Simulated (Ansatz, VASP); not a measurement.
GaN: VASP beside Ansatz

INCAR

```
PREC = Accurate ; ENCUT = 520
EDIFF = 1E-7 ; ISMEAR = 0
SIGMA = 0.05 ; LREAL = False
LASPH = True ; NELM = 80
ALGO = Normal ; ISIF = 2
LWAVE = False ; LCHARG = False
GGA = PE ; NBANDS = 66
```

KPOINTS

```
regular mesh
0
Gamma
  6 8 3
```

POSCAR

```
GaN
1.0
    4.5070012150      0.0000000000      0.0000000000
    0.0000000000      2.2535006075     -2.2535006075
    0.0000000000      6.5483697881      6.5483697881
Ga N
6 6
Direct
    0.0000000000      0.0000000000      0.9463445401
    0.5000000000      0.5000000000      0.0860156795
    0.0000000000      0.0000000000      0.2580814516
    0.5000000000      0.5000000000      0.4301472237
    0.0000000000      0.0000000000      0.6022129959
    0.5000000000      0.5000000000      0.7742787680
    0.7500000000      0.0000000000      0.4301472237
    0.2500000000      0.5000000000      0.6022129959
    0.7500000000      0.0000000000      0.7742787680
    0.2500000000      0.5000000000      0.9463445401
    0.7500000000      0.0000000000      0.0860156795
    0.2500000000      0.5000000000      0.2580814516
```

Input for Ansatz:

```yaml
crystal:
  lattice:
    - [4.507001215, 0.0, 0.0]
    - [0.0, 2.2535006075, -2.2535006075]
    - [0.0, 6.5483697881, 6.5483697881]
  atoms:
    - { symbol: Ga, position: [0.0, 0.0, 0.9463445401] }
    - { symbol: Ga, position: [0.5, 0.5, 0.0860156795] }
    - { symbol: Ga, position: [0.0, 0.0, 0.2580814516] }
    - { symbol: Ga, position: [0.5, 0.5, 0.4301472237] }
    - { symbol: Ga, position: [0.0, 0.0, 0.6022129959] }
    - { symbol: Ga, position: [0.5, 0.5, 0.774278768] }
    - { symbol: "N", position: [0.75, 0.0, 0.4301472237] }
    - { symbol: "N", position: [0.25, 0.5, 0.6022129959] }
    - { symbol: "N", position: [0.75, 0.0, 0.774278768] }
    - { symbol: "N", position: [0.25, 0.5, 0.9463445401] }
    - { symbol: "N", position: [0.75, 0.0, 0.0860156795] }
    - { symbol: "N", position: [0.25, 0.5, 0.2580814516] }
basis:
  ecutwfc: 420
kpoints:
  mp_grid: { grid: [6, 8, 3] }
hamiltonian:
  xc: pbe
scf:
  occupations: { method: gaussian, width: 0.05 }
output:
  forces: true
  stress: true
  eigenvalues: true
  write_density: true
  write_potential: true
  elf: true
  volumetric_format: npy
```

Alike in both runs: task single point; functional PBE; k mesh 6 × 8 × 3; occupations gaussian, width 0.05 eV; no spin polarisation.

|  | VASP | Ansatz |
| --- | --- | --- |
| version | VASP 6.6.1 | Ansatz 0.2.0 |
| potentials or method | VASP PAW PBE potentials, release 64 (Ga_d, N), cutoff 520 eV | scalar-relativistic, plane waves, PAW |
| valence electrons in the cell | 108 | 108 |

```tsv
	VASP	Ansatz	Ansatz less VASP
gap on the k mesh at the Fermi level (eV)	1.75	1.74	-0.008
least direct gap on the mesh (eV)	1.75	1.74	-0.008
pressure (GPa)	14.5	14.6	+0.10
traceless stress, the component that is largest in VASP (GPa)	8.90	9.00	+0.098
rms of the force components (eV/Å)	1.569	1.604	+0.0350
```

Atom by atom the forces differ by 0.036 eV/Å (rms over components).
